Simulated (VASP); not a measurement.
# CsB (P4/mmm) in VASP: a series of runs

Runs on CsB. Level: PBE. Tasks: single point.

Program: VASP 6.6.1. These are calculated values, not measurements. Logs are shortened: lines on timing, memory, paths and dates and some standing lists are left out, and cuts for length are marked.

## 1. The cell of the first run

The typed cell holds 2 atoms: a = 4.010 Å, b = 4.010 Å, c = 4.003 Å, α = 90.00°, β = 90.00°, γ = 90.00°.

## 2. Single point, PBE

Input file INCAR:

```
PREC     = Accurate       # precision mode
ENCUT    = 520            # plane-wave cutoff, eV
EDIFF    = 1E-6           # SCF threshold, eV
ISMEAR   = 0              # smearing method
SIGMA    = 0.1            # smearing width, eV
LREAL    = F              # projectors in reciprocal space
LASPH    = T              # aspherical terms in the spheres
NELM     = 100            # most SCF steps
ALGO     = Normal         # electronic algorithm
ISIF     = 2              # what is computed and relaxed
LWAVE    = F              # write WAVECAR
LCHARG   = F              # write CHGCAR
GGA      = PE             # functional
NBANDS   = 13             # bands
```

Input file KPOINTS:

```
regular mesh
0
Gamma
  16 16 12
```

Input file POSCAR:

```
CsB
1.0
    4.0098405599      0.0000000000      0.0000000000
    0.0000000000      4.0098405599      0.0000000000
    0.0000000000      0.0000000000      4.0027122715
Cs B
1 1
Direct
    0.0000000000      0.0000000000      0.0000000000
    0.5000000000      0.5000000000      0.5000000000
```

Potentials or basis: VASP PAW PBE potentials, release 64 (Cs_sv, B).

Started as:

```bash
$ cat potpaw_PBE.64/Cs_sv/POTCAR potpaw_PBE.64/B/POTCAR > POTCAR
$ mpirun -np 1 vasp_std > vasp.out
```

OUTCAR:

```text
PREC = Accurate
   ENCUT = 520
   EDIFF = 1E-6
   ISMEAR = 0
   LREAL = F
   LASPH = T
   NELM = 100
   ISIF = 2
   GGA = PE

 ion  position               nearest neighbor table
   1  0.000  0.000  0.000-
   2  0.500  0.500  0.500-

  LATTYP: Found a simple tetragonal cell.
 ALAT       =     4.0098405599
 C/A-ratio  =     0.9982223013

  Lattice vectors:

 A1 = (   4.0098405599,   0.0000000000,   0.0000000000)
 A2 = (   0.0000000000,   4.0098405599,   0.0000000000)
 A3 = (   0.0000000000,   0.0000000000,   4.0027122715)

Analysis of symmetry for initial positions (statically):
=====================================================================
 Subroutine PRICEL returns:
 Original cell was already a primitive cell.

 Routine SETGRP: Setting up the symmetry group for a
 simple tetragonal supercell.

 Subroutine GETGRP returns: Found 16 space group operations
 (whereof 16 operations were pure point group operations)
 out of a pool of 16 trial point group operations.

The static configuration has the point symmetry D_4h.

Analysis of symmetry for dynamics (positions and initial velocities):
=====================================================================
 Subroutine PRICEL returns:
 Original cell was already a primitive cell.

 Routine SETGRP: Setting up the symmetry group for a
 simple tetragonal supercell.

 Subroutine GETGRP returns: Found 16 space group operations
 (whereof 16 operations were pure point group operations)
 out of a pool of 16 trial point group operations.

The dynamic configuration has the point symmetry D_4h.

 Subroutine INISYM returns: Found 16 space group operations
 (whereof 16 operations are pure point group operations),
 and found     1 'primitive' translations

----------------------------------------------------------------------------------------

                                     Primitive cell

  volume of cell :      64.3589

  direct lattice vectors                    reciprocal lattice vectors
     4.009840560  0.000000000  0.000000000     0.249386474  0.000000000  0.000000000
     0.000000000  4.009840560  0.000000000     0.000000000  0.249386474  0.000000000
     0.000000000  0.000000000  4.002712272     0.000000000  0.000000000  0.249830598

  length of vectors
     4.009840560  4.009840560  4.002712272     0.249386474  0.249386474  0.249830598

  position of ions in fractional coordinates (direct lattice)
     0.000000000  0.000000000  0.000000000
     0.500000000  0.500000000  0.500000000

  ion indices of the primitive-cell ions
   primitive index   ion index
                 1           1
                 2           2

----------------------------------------------------------------------------------------

 KPOINTS: regular mesh

Automatic generation of k-mesh.
 Grid dimensions read from file:
 generate k-points for:   16   16   12

 Generating k-lattice:

  Cartesian coordinates                     Fractional coordinates (reciprocal lattice)
     0.015586655  0.000000000  0.000000000     0.062500000  0.000000000  0.000000000
     0.000000000  0.015586655  0.000000000     0.000000000  0.062500000  0.000000000
     0.000000000  0.000000000  0.020819216     0.000000000  0.000000000  0.083333333

  Length of vectors
     0.015586655  0.015586655  0.020819216

  Shift w.r.t. Gamma in fractional coordinates (k-lattice)
     0.000000000  0.000000000  0.000000000

 Subroutine IBZKPT returns following result:
 ===========================================

 Found    315 irreducible k-points:

 Following reciprocal coordinates:
            Coordinates               Weight
  0.000000  0.000000  0.000000      1.000000
  0.062500  0.000000  0.000000      4.000000
  0.125000  0.000000  0.000000      4.000000
  0.187500  0.000000  0.000000      4.000000
  0.250000  0.000000  0.000000      4.000000
  0.312500  0.000000  0.000000      4.000000
[... 16 lines left out ...]
  0.437500  0.125000  0.000000      8.000000
  0.500000  0.125000  0.000000      4.000000
 [... further k-points ...]
   k-points           NKPTS =    315   k-points in BZ     NKDIM =    315   number of bands    NBANDS=     13
   number of dos      NEDOS =    301   number of ions     NIONS =      2
   total plane-waves  NPLWV =  27000
   dimension x,y,z NGX =    30 NGY =   30 NGZ =   30
   dimension x,y,z NGXF=    60 NGYF=   60 NGZF=   60
   ions per type =               1   1
   NGX,Y,Z   is equivalent  to a cutoff of  12.44, 12.44, 12.46 a.u.
   NGXF,Y,Z  is equivalent  to a cutoff of  24.88, 24.88, 24.92 a.u.
 SYSTEM =  unknown system
   PREC   = accura    normal or accurate (medium, high low for compatibility)
   ISTART =      0    job   : 0-new  1-cont  2-samecut
   ICHARG =      2    charge: 1-file 2-atom 10-const
   ISPIN  =      1    spin polarized calculation?
   LNONCOLLINEAR =      F non collinear calculations
   LSORBIT =      F    spin-orbit coupling
   LASPH  =      T    aspherical Exc in radial PAW
   ENCUT  =  520.0 eV  38.22 Ry    6.18 a.u.   7.46  7.46  7.44*2*pi/ulx,y,z
   NELM   =    100;   NELMIN=  2; NELMDL= -5     # of ELM steps
   EDIFF  = 0.1E-05   stopping-criterion for ELM
   LREAL  =      F    real-space projection
   EDIFFG = 0.1E-04   stopping-criterion for IOM
   NSW    =      0    number of steps for IOM
   IBRION =     -1    ionic relax: 0-MD 1-quasi-New 2-CG
   NFREE  =      0    steps in history (QN), initial steepest desc. (CG)
   ISIF   =      2    stress and relaxation
   ISYM   =      2    0-nonsym 1-usesym 2-fastsym
   POTIM  = 0.5000    time-step for ionic-motion
   TEBEG  =    0.0;   TEEND  =   0.0 temperature during run
   PSTRESS=    0.0 pullay stress
   NELECT =      12.0000    total number of electrons
   NUPDOWN=      -1.0000    fix difference up-down
   EMIN   =  10.00;   EMAX   =-10.00  energy-range for DOS
   EFERMI =   0.00;   METHOD = LEGACY
   ISMEAR =     0;   SIGMA  =   0.10  broadening in eV -4-tet -1-fermi 0-gaus
   EFERMI_NEDOS =   21; number of points for ismear=-14 and -15
   IALGO  =     38    algorithm
   IMIX   =      4    mixing-type and parameters
     AMIX     =   0.40;   BMIX     =  1.00
     AMIX_MAG =   1.60;   BMIX_MAG =  1.00
  volume/ion in A,a.u.               =      32.18       217.16
  Fermi-wavevector in a.u.,A,eV,Ry     =   0.935260  1.767385 11.901171  0.874711
  Thomas-Fermi vector in A             =   2.062149
   LORBIT       =      0    0 simple, 1 ext, 2 COOP (PROOUT), +10 PAW based schemes
   GGA     = PE    functional components
   LHFCALC =     F    Hartree Fock is set to
   AEXX    =    0.0000 exact exchange contribution
   IVDW    =     0    specifies the selected vdW correction
   LEPSILON=     F    determine dielectric tensor
   LRPA    =     F    only Hartree local field effects (RPA)
 non-spin polarized calculation
 Gauss-broadening in eV      SIGMA  =   0.10
  energy-cutoff  :      520.00
  volume of cell :       64.36
 maximum number of plane-waves:      1759
 NGX is ok and might be reduce to    30
   NGX = 15   NGY = 15   NGZ = 15

 number of electron      12.0000001 magnetization

 Free energy of the ion-electron system (eV)
  ---------------------------------------------------
  ext. energy  EPLUGINS =         0.00000000
  ---------------------------------------------------
  free energy    TOTEN  =        -3.51464855 eV

  energy without entropy =       -3.49970236  energy(sigma->0) =       -3.50717545

 E-fermi :   1.7174     XC(G=0):  -8.3768

 val. band max:        1.7152138845   @ k =   0.5000   0.0625   0.3333
 cond. band min:       1.7243530150   @ k =   0.2500   0.0000   0.1667
 fundamental gap:      0.0091391305
 Fermi energy:         1.7173957545

 k-point     1 :       0.0000    0.0000    0.0000
  band No.  band energies     occupation
      1     -20.2231      2.00000
      2      -6.6127      2.00000
      3      -6.6127      2.00000
      4      -6.6061      2.00000
      5      -4.2145      2.00000
      6       3.3050      0.00000
      7       3.3050      0.00000
      8       3.3147      0.00000
      9       4.3307      0.00000
     10       4.3356      0.00000
     11       7.1283      0.00000
     12       9.6842      0.00000
     13       9.7007      0.00000

 k-point     2 :       0.0625    0.0000    0.0000
  band No.  band energies     occupation
      1     -20.2192      2.00000
      2      -6.6876      2.00000
      3      -6.6073      2.00000
      4      -6.6006      2.00000
      5      -4.1482      2.00000
      6       3.1156      0.00000
      7       3.2826      0.00000
      8       3.2927      0.00000
      9       4.3616      0.00000
     10       4.5234      0.00000
     11       7.2382      0.00000
     12       9.6516      0.00000
     13       9.6677      0.00000

 k-point     3 :       0.1250    0.0000    0.0000
  band No.  band energies     occupation
      1     -20.2082      2.00000
      2      -6.8828      2.00000
      3      -6.5916      2.00000
      4      -6.5850      2.00000
      5      -3.9743      2.00000
      6       2.7070      0.00000
      7       3.2185      0.00000
      8       3.2294      0.00000
      9       4.4420      0.00000
     10       4.9683      0.00000
     11       7.5293      0.00000
     12       9.5752      0.00000
     13       9.5894      0.00000

 k-point     4 :       0.1875    0.0000    0.0000
  band No.  band energies     occupation
      1     -20.1917      2.00000
      2      -7.1391      2.00000
      3      -6.5679      2.00000
      4      -6.5615      2.00000
      5      -3.7396      2.00000
      6       2.2254      0.00000
      7       3.1217      0.00000
      8       3.1337      0.00000
      9       4.5715      0.00000
     10       5.5752      0.00000
     11       7.9237      0.00000
     12       9.4971      0.00000
     13       9.5086      0.00000

 k-point     5 :       0.2500    0.0000    0.0000
  band No.  band energies     occupation
      1     -20.1719      2.00000
      2      -7.4047      2.00000
      3      -6.5396      2.00000
      4      -6.5333      2.00000
      5      -3.4816      2.00000
      6       1.7355      0.79846
      7       3.0063      0.00000
      8       3.0196      0.00000
      9       4.7418      0.00000
     10       6.3088      0.00000
     11       8.3580      0.00000
     12       9.4507      0.00000
     13       9.4592      0.00000
[... 257 lines left out ...]
 k-point    22 :       0.3750    0.1250    0.0000
  band No.  band energies     occupation
      1     -20.1210      2.00000
      2      -7.7779      2.00000
      3      -6.6813      2.00000
      4      -6.4633      2.00000
      5      -3.0342      2.00000
      6       1.0587      2.00000
      7       2.6344      0.00000
      8       2.8647      0.00000
      9       5.4106      0.00000
     10       7.8649      0.00000
     11       8.3341      0.00000
     12       8.9288      0.00000
     13       9.7368      0.00000

 k-point    23 :       0.4375    0.1250    0.0000
  band No.  band energies     occupation
      1     -20.1096      2.00000
      2      -7.8926      2.00000
      3      -6.6583      2.00000
      4      -6.4473      2.00000
      5      -2.9240      2.00000
      6       0.8584      2.00000
      7       2.5858      0.00000
      8       2.8131      0.00000
      9       5.5179      0.00000
     10       8.2272      0.00000
     11       8.4581      0.00000
     12       9.0628      0.00000
     13       9.6103      0.00000

 k-point    24 :       0.5000    0.1250    0.0000
  band No.  band energies     occupation
      1     -20.1056      2.00000
      2      -7.9319      2.00000
      3      -6.6502      2.00000
      4      -6.4416      2.00000
      5      -2.8845      2.00000
      6       0.7883      2.00000
      7       2.5680      0.00000
      8       2.7947      0.00000
      9       5.5585      0.00000
     10       8.3749      0.00000
     11       8.4445      0.00000
     12       9.1706      0.00000
     13       9.4702      0.00000

 [... further k-points ...]

------------------------ aborting loop because EDIFF is reached ----------------------------------------

  FORCE on cell =-STRESS in cart. coord.  units (eV):
  Direction    XX          YY          ZZ          XY          YZ          ZX
  --------------------------------------------------------------------------------------
  -------------------------------------------------------------------------------------
  Total        0.0253491      0.0253491      0.0242493      0.0000000      0.0000000      0.0000000
  in kB        0.6310501      0.6310501      0.6036730      0.0000000      0.0000000      0.0000000
  external PRESSURE =       0.6219244 kB  Pullay stress =       0.0000000 kB

 VOLUME and BASIS-vectors are now :
 -----------------------------------------------------------------------------
  energy-cutoff  :      520.00
  volume of cell :       64.36
      direct lattice vectors                 reciprocal lattice vectors
     4.009840560  0.000000000  0.000000000     0.249386474  0.000000000  0.000000000
     0.000000000  4.009840560  0.000000000     0.000000000  0.249386474  0.000000000
     0.000000000  0.000000000  4.002712272     0.000000000  0.000000000  0.249830598

 POSITION                                       TOTAL-FORCE (eV/Angst)
 -----------------------------------------------------------------------------------
      0.00000      0.00000      0.00000         0.000000      0.000000      0.000000
      2.00492      2.00492      2.00136         0.000000      0.000000      0.000000
 -----------------------------------------------------------------------------------
    total drift:                                0.000000     -0.000000     -0.000000

  FREE ENERGIE OF THE ION-ELECTRON SYSTEM (eV)
  ---------------------------------------------------
  free  energy   TOTEN  =        -3.5146485522 eV

  energy  without entropy=       -3.4997023564  energy(sigma->0) =       -3.50717545
```

It took 98 s on 1 thread of Intel Xeon Platinum 8488C (Sapphire Rapids), shared host; peak memory 0.37 GiB.

Results:

* Free energy: -3.5146 eV
* Pressure: 0.1 GPa
* Band gap on the k mesh: zero (band 6 reaches 3.31 eV, above the bottom of band 7 at 0.69 eV)

Levels at points of the mesh, in eV from the Fermi level:
```
           k point  band 4  band 5  band 6  band 7  band 8  band 9
(0.00, 0.00, 0.00)   -8.32   -5.93    1.59    1.59    1.60    2.61
(0.50, 0.00, 0.00)   -8.18   -4.50   -1.16    0.98    1.00    3.63
(0.50, 0.50, 0.00)   -8.06   -5.28    0.46    0.46    1.65    3.38
(0.00, 0.00, 0.50)   -8.18   -4.50   -1.16    0.99    0.99    3.63
(0.50, 0.00, 0.50)   -8.07   -5.27    0.46    0.46    1.64    3.39
(0.50, 0.50, 0.50)   -9.03   -4.58   -1.03   -1.03   -1.03    7.79
```

Caveat: spin-orbit coupling is left out, which moves the levels of the heavy elements.

## 3. Single point, PBE

Input file INCAR:

```
ALGO = Normal ; EDIFF = 1E-6
ENCUT = 520 ; GGA = PE
ISIF = 2 ; ISMEAR = 0
LASPH = T ; LCHARG = F
LREAL = F ; LWAVE = F
NBANDS = 13 ; NELM = 100
PREC = Accurate ; SIGMA = 0.1
```

Input file KPOINTS:

```
k-points
0
Gamma
  14 14 14
```

POSCAR is that of step 2.

Potentials or basis: VASP PAW PBE potentials, release 64 (Cs_sv, B).

Started as:

```bash
$ cat potpaw_PBE.64/Cs_sv/POTCAR potpaw_PBE.64/B/POTCAR > POTCAR
$ mpirun -np 1 vasp_std > vasp.out
```

Run time: 1.7 min. Hardware: 1 thread of Intel Xeon Platinum 8488C (Sapphire Rapids), shared host; peak memory 0.35 GiB.

Results (log left out):

```
Free energy            : -3.5172 eV
Pressure               : 0.1 GPa
Band gap on the k mesh : zero (band 6 reaches 3.30 eV, above the bottom of band 7 at 0.69 eV)
```

Levels at points of the mesh, in eV from the Fermi level:
| k point | band 4 | band 5 | band 6 | band 7 | band 8 | band 9 |
| --- | --- | --- | --- | --- | --- | --- |
| (0.00, 0.00, 0.00) | -8.32 | -5.93 | 1.59 | 1.59 | 1.60 | 2.62 |
| (0.50, 0.00, 0.00) | -8.17 | -4.50 | -1.16 | 0.99 | 1.00 | 3.63 |
| (0.50, 0.50, 0.00) | -8.06 | -5.27 | 0.47 | 0.47 | 1.65 | 3.39 |
| (0.00, 0.00, 0.50) | -8.17 | -4.50 | -1.16 | 0.99 | 0.99 | 3.64 |
| (0.50, 0.00, 0.50) | -8.06 | -5.27 | 0.46 | 0.47 | 1.64 | 3.39 |
| (0.50, 0.50, 0.50) | -9.03 | -4.58 | -1.02 | -1.02 | -1.02 | 7.79 |

Caveat: spin-orbit coupling is left out, which moves the levels of the heavy elements.
